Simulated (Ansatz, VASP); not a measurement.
**One calculation of SnSe, two programs**

```xyz
2
Lattice="0.0000 2.9728 2.9728 2.9728 0.0000 2.9728 2.9728 2.9728 0.0000" Properties=species:S:1:pos:R:3 pbc="T T T"
Sn    0.0000    0.0000    0.0000
Se    2.9728    2.9728    2.7853
```

Change from the starting cell: all Se atoms moved +0.188 Å, as atom 2 towards its neighbour atom 1 (Sn) at 2.973 Å.

Alike in both runs: task single point; functional PBEsol; k mesh 8 × 8 × 8; occupations gaussian, width 0.05 eV; no spin polarisation.

```csv
,VASP,Ansatz
version,VASP 6.6.1,Ansatz 0.2.0
potentials or method,"VASP PAW PBE potentials, release 64 (Sn_d, Se), cutoff 520 eV","scalar-relativistic, plane waves, PAW"
valence electrons in the cell,20,30
```

VASP gave:

- gap on the k mesh at the Fermi level (eV): 0.81
- least direct gap on the mesh (eV): 0.89
- pressure (GPa): 0.6
- traceless stress, the component that is largest in VASP (GPa): 0.84
- rms of the force components (eV/Å): 0.100

What did Ansatz give for the same quantities?

gap on the k mesh at the Fermi level (eV): 0.81; least direct gap on the mesh (eV): 0.89; pressure (GPa): 0.6; traceless stress, the component that is largest in VASP (GPa): 0.82; rms of the force components (eV/Å): 0.096.

VASP's potentials were made for PBE, not for PBEsol. Atom by atom the forces differ by 0.004 eV/Å (rms over components). The functional is the same, so the differences come from potentials, cutoffs and numerics. VASP's potentials hold 20 valence electrons a cell and Ansatz's 30, so a difference there can come from the potentials and not from the codes.
